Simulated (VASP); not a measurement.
# Mo (Im-3m) in VASP: a series of runs, part 2 of 3

VASP 6.6.1. The steps go on from the part before.

**4. Single point, r2SCAN**

This run uses another cell than the first one, of 15.64 Å³/atom, 1.020 times its volume.

POSCAR

```
Mo
1.0
   -1.5754101899      1.5754101899      1.5754101899
    1.5754101899     -1.5754101899      1.5754101899
    1.5754101899      1.5754101899     -1.5754101899
Mo
1
Direct
    0.0000000000      0.0000000000      0.0000000000
```

INCAR.step1

```
SYSTEM = Mo
ALGO     = Normal         ! electronic algorithm
EDIFF    = 1E-4           ! SCF threshold, eV
ENCUT    = 520            ! plane-wave cutoff, eV
GGA      = PE             ! functional
ISMEAR   = 0              ! smearing method
LASPH    = .True.         ! aspherical terms in the spheres
LCHARG   = .False.        ! write CHGCAR
LREAL    = .False.        ! projectors in reciprocal space
LWAVE    = .True.         ! write WAVECAR
NBANDS   = 13             ! bands
NELM     = 80             ! most SCF steps
PREC     = Accurate       ! precision mode
SIGMA    = 0.05           ! smearing width, eV
```

INCAR.step2

```
SYSTEM = Mo
ALGO     = Normal         ! electronic algorithm
EDIFF    = 1E-6           ! SCF threshold, eV
ENCUT    = 520            ! plane-wave cutoff, eV
ISIF     = 2              ! what is computed and relaxed
ISMEAR   = 0              ! smearing method
ISTART   = 1            
LASPH    = .True.         ! aspherical terms in the spheres
LCHARG   = .False.        ! write CHGCAR
LMIXTAU  = .True.       
LREAL    = .False.        ! projectors in reciprocal space
LWAVE    = .False.        ! write WAVECAR
METAGGA  = R2SCAN         ! meta-GGA
NBANDS   = 13             ! bands
NELM     = 80             ! most SCF steps
PREC     = Accurate       ! precision mode
SIGMA    = 0.05           ! smearing width, eV
```

KPOINTS

```
k-points
0
Gamma
  20 20 20
  0 0 0
```

Potentials or basis: VASP PAW PBE potentials, release 64 (Mo_sv).

Command:

```console
$ cat potpaw_PBE.64/Mo_sv/POTCAR > POTCAR
$ cp INCAR.step1 INCAR
$ mpirun -np 1 vasp_std > vasp.out
$ cp INCAR.step2 INCAR
$ mpirun -np 1 vasp_std > vasp.out
```

OUTCAR:

```text
SYSTEM = Mo
   EDIFF = 1E-6
   ENCUT = 520
   ISIF = 2
   ISMEAR = 0
   ISTART = 1
   LASPH = .True.
   LREAL = .False.
   METAGGA = R2SCAN
   NELM = 80
   PREC = Accurate

 ion  position               nearest neighbor table
   1  0.000  0.000  0.000-

  LATTYP: Found a body centered cubic cell.
 ALAT       =     3.1508203798

  Lattice vectors:

 A1 = (  -1.5754101899,   1.5754101899,   1.5754101899)
 A2 = (   1.5754101899,  -1.5754101899,   1.5754101899)
 A3 = (   1.5754101899,   1.5754101899,  -1.5754101899)

Analysis of symmetry for initial positions (statically):
=====================================================================
 Subroutine PRICEL returns:
 Original cell was already a primitive cell.

 Routine SETGRP: Setting up the symmetry group for a
 body centered cubic supercell.

 Subroutine GETGRP returns: Found 48 space group operations
 (whereof 48 operations were pure point group operations)
 out of a pool of 48 trial point group operations.

The static configuration has the point symmetry O_h .

Analysis of symmetry for dynamics (positions and initial velocities):
=====================================================================
 Subroutine PRICEL returns:
 Original cell was already a primitive cell.

 Routine SETGRP: Setting up the symmetry group for a
 body centered cubic supercell.

 Subroutine GETGRP returns: Found 48 space group operations
 (whereof 48 operations were pure point group operations)
 out of a pool of 48 trial point group operations.

The dynamic configuration has the point symmetry O_h .

 Subroutine INISYM returns: Found 48 space group operations
 (whereof 48 operations are pure point group operations),
 and found     1 'primitive' translations

----------------------------------------------------------------------------------------

                                     Primitive cell

  volume of cell :      15.6402

  direct lattice vectors                    reciprocal lattice vectors
    -1.575410190  1.575410190  1.575410190     0.000000000  0.317377660  0.317377660
     1.575410190 -1.575410190  1.575410190     0.317377660  0.000000000  0.317377660
     1.575410190  1.575410190 -1.575410190     0.317377660  0.317377660  0.000000000

  length of vectors
     2.728690492  2.728690492  2.728690492     0.448839792  0.448839792  0.448839792

  position of ions in fractional coordinates (direct lattice)
     0.000000000  0.000000000  0.000000000

  ion indices of the primitive-cell ions
   primitive index   ion index
                 1           1

----------------------------------------------------------------------------------------

 KPOINTS: k-points

Automatic generation of k-mesh.
 Grid dimensions read from file:
 generate k-points for:   20   20   20

 Generating k-lattice:

  Cartesian coordinates                     Fractional coordinates (reciprocal lattice)
     0.000000000  0.015868883  0.015868883     0.050000000  0.000000000  0.000000000
     0.015868883  0.000000000  0.015868883     0.000000000  0.050000000  0.000000000
     0.015868883  0.015868883  0.000000000     0.000000000  0.000000000  0.050000000

  Length of vectors
     0.022441990  0.022441990  0.022441990

  Shift w.r.t. Gamma in fractional coordinates (k-lattice)
     0.000000000  0.000000000  0.000000000

 Subroutine IBZKPT returns following result:
 ===========================================

 Found    256 irreducible k-points:

 Following reciprocal coordinates:
            Coordinates               Weight
  0.000000  0.000000  0.000000      1.000000
  0.050000  0.000000  0.000000     12.000000
  0.100000  0.000000  0.000000     12.000000
  0.150000  0.000000  0.000000     12.000000
  0.200000  0.000000  0.000000     12.000000
  0.250000  0.000000  0.000000     12.000000
[... 16 lines left out ...]
  0.200000  0.100000  0.000000     48.000000
  0.250000  0.100000  0.000000     48.000000
 [... further k-points ...]
   k-points           NKPTS =    256   k-points in BZ     NKDIM =    256   number of bands    NBANDS=     13
   number of dos      NEDOS =    301   number of ions     NIONS =      1
   total plane-waves  NPLWV =   8000
   dimension x,y,z NGX =    20 NGY =   20 NGZ =   20
   dimension x,y,z NGXF=    40 NGYF=   40 NGZF=   40
   ions per type =               1
   NGX,Y,Z   is equivalent  to a cutoff of  12.19, 12.19, 12.19 a.u.
   NGXF,Y,Z  is equivalent  to a cutoff of  24.37, 24.37, 24.37 a.u.
 SYSTEM =  Mo
   PREC   = accura    normal or accurate (medium, high low for compatibility)
   ISTART =      1    job   : 0-new  1-cont  2-samecut
   ICHARG =      0    charge: 1-file 2-atom 10-const
   ISPIN  =      1    spin polarized calculation?
   LNONCOLLINEAR =      F non collinear calculations
   LSORBIT =      F    spin-orbit coupling
   LASPH  =      T    aspherical Exc in radial PAW
   ENCUT  =  520.0 eV  38.22 Ry    6.18 a.u.   5.07  5.07  5.07*2*pi/ulx,y,z
   NELM   =     80;   NELMIN=  2; NELMDL=  0     # of ELM steps
   EDIFF  = 0.1E-05   stopping-criterion for ELM
   LREAL  =      F    real-space projection
   EDIFFG = 0.1E-04   stopping-criterion for IOM
   NSW    =      0    number of steps for IOM
   IBRION =     -1    ionic relax: 0-MD 1-quasi-New 2-CG
   NFREE  =      0    steps in history (QN), initial steepest desc. (CG)
   ISIF   =      2    stress and relaxation
   ISYM   =      2    0-nonsym 1-usesym 2-fastsym
   POTIM  = 0.5000    time-step for ionic-motion
   TEBEG  =    0.0;   TEEND  =   0.0 temperature during run
   PSTRESS=    0.0 pullay stress
   NELECT =      14.0000    total number of electrons
   NUPDOWN=      -1.0000    fix difference up-down
   EMIN   =  10.00;   EMAX   =-10.00  energy-range for DOS
   EFERMI =   0.00;   METHOD = LEGACY
   ISMEAR =     0;   SIGMA  =   0.05  broadening in eV -4-tet -1-fermi 0-gaus
   EFERMI_NEDOS =   21; number of points for ismear=-14 and -15
   IALGO  =     38    algorithm
   IMIX   =      4    mixing-type and parameters
     AMIX     =   0.40;   BMIX     =  1.00
     AMIX_MAG =   1.60;   BMIX_MAG =  1.00
  volume/ion in A,a.u.               =      15.64       105.54
  Fermi-wavevector in a.u.,A,eV,Ry     =   1.577746  2.981508 33.868761  2.489284
  Thomas-Fermi vector in A             =   2.678382
   LORBIT       =      0    0 simple, 1 ext, 2 COOP (PROOUT), +10 PAW based schemes
   METAGGA = R2SCAN    functional components
   LHFCALC =     F    Hartree Fock is set to
   AEXX    =    0.0000 exact exchange contribution
   IVDW    =     0    specifies the selected vdW correction
   LEPSILON=     F    determine dielectric tensor
   LRPA    =     F    only Hartree local field effects (RPA)
 non-spin polarized calculation
 Gauss-broadening in eV      SIGMA  =   0.05
  energy-cutoff  :      520.00
  volume of cell :       15.64
 maximum number of plane-waves:       435
   NGX = 11   NGY = 11   NGZ = 11

 number of electron      14.0000002 magnetization

 Free energy of the ion-electron system (eV)
  ---------------------------------------------------
  ext. energy  EPLUGINS =         0.00000000
  ---------------------------------------------------
  free energy    TOTEN  =       -26.08064720 eV

  energy without entropy =      -26.08015855  energy(sigma->0) =      -26.08040288

 E-fermi :  12.5835     XC(G=0): -14.6340

 val. band max:       12.5332968623   @ k =  -0.2000   0.2000   0.1500
 cond. band min:      12.5877736807   @ k =  -0.4500   0.5000   0.0500
 fundamental gap:      0.0544768184
 Fermi energy:        12.5835074421

 k-point     1 :       0.0000    0.0000    0.0000
  band No.  band energies     occupation
      1     -50.6855      2.00000
      2     -23.1581      2.00000
      3     -23.1581      2.00000
      4     -23.1581      2.00000
      5       4.8793      2.00000
      6      11.1175      2.00000
      7      11.1175      2.00000
      8      11.1175      2.00000
      9      14.4516      0.00000
     10      14.4516      0.00000
     11      28.0368      0.00000
     12      28.0368      0.00000
     13      28.0368      0.00000
[... 353 lines left out ...]
 k-point    24 :       0.2500    0.1000    0.0000
  band No.  band energies     occupation
      1     -50.4838      2.00000
      2     -24.1800      2.00000
      3     -23.4911      2.00000
      4     -23.2179      2.00000
      5       7.5480      2.00000
      6       9.6420      2.00000
      7      10.7772      2.00000
      8      13.7401      0.00000
      9      14.9372      0.00000
     10      15.2586      0.00000
     11      27.4816      0.00000
     12      28.4939      0.00000
     13      32.9473      0.00000

 [... further k-points ...]

------------------------ aborting loop because EDIFF is reached ----------------------------------------

  FORCE on cell =-STRESS in cart. coord.  units (eV):
  Direction    XX          YY          ZZ          XY          YZ          ZX
  --------------------------------------------------------------------------------------
  -------------------------------------------------------------------------------------
  Total        0.1125674      0.1125674      0.1125674      0.0000000      0.0000000      0.0000000
  in kB       11.5314063     11.5314063     11.5314063      0.0000000      0.0000000      0.0000000
  external PRESSURE =      11.5314063 kB  Pullay stress =       0.0000000 kB

 VOLUME and BASIS-vectors are now :
 -----------------------------------------------------------------------------
  energy-cutoff  :      520.00
  volume of cell :       15.64
      direct lattice vectors                 reciprocal lattice vectors
    -1.575410190  1.575410190  1.575410190     0.000000000  0.317377660  0.317377660
     1.575410190 -1.575410190  1.575410190     0.317377660  0.000000000  0.317377660
     1.575410190  1.575410190 -1.575410190     0.317377660  0.317377660  0.000000000

 POSITION                                       TOTAL-FORCE (eV/Angst)
 -----------------------------------------------------------------------------------
      0.00000      0.00000      0.00000        -0.000000      0.000000     -0.000000
 -----------------------------------------------------------------------------------
    total drift:                                0.000000     -0.000000     -0.000000

  FREE ENERGIE OF THE ION-ELECTRON SYSTEM (eV)
  ---------------------------------------------------
  free  energy   TOTEN  =       -26.0806471973 eV

  energy  without entropy=      -26.0801585547  energy(sigma->0) =      -26.08040288
```

Run time: 73 s. Hardware: 1 thread of AMD EPYC 9R45 (Zen 5), shared host; peak memory 0.13 GiB.

What came out:

| Quantity | Value |
| --- | --- |
| Free energy | -26.0806 eV |
| Pressure | 1.2 GPa |
| Band gap on the k mesh | zero (band 7 reaches 16.68 eV, above the bottom of band 8 at 11.12 eV) |

Caveat: the PAW data sets were made with another functional, which shifts forces and pressure a little.

(Part 2 of 3 ends here.)
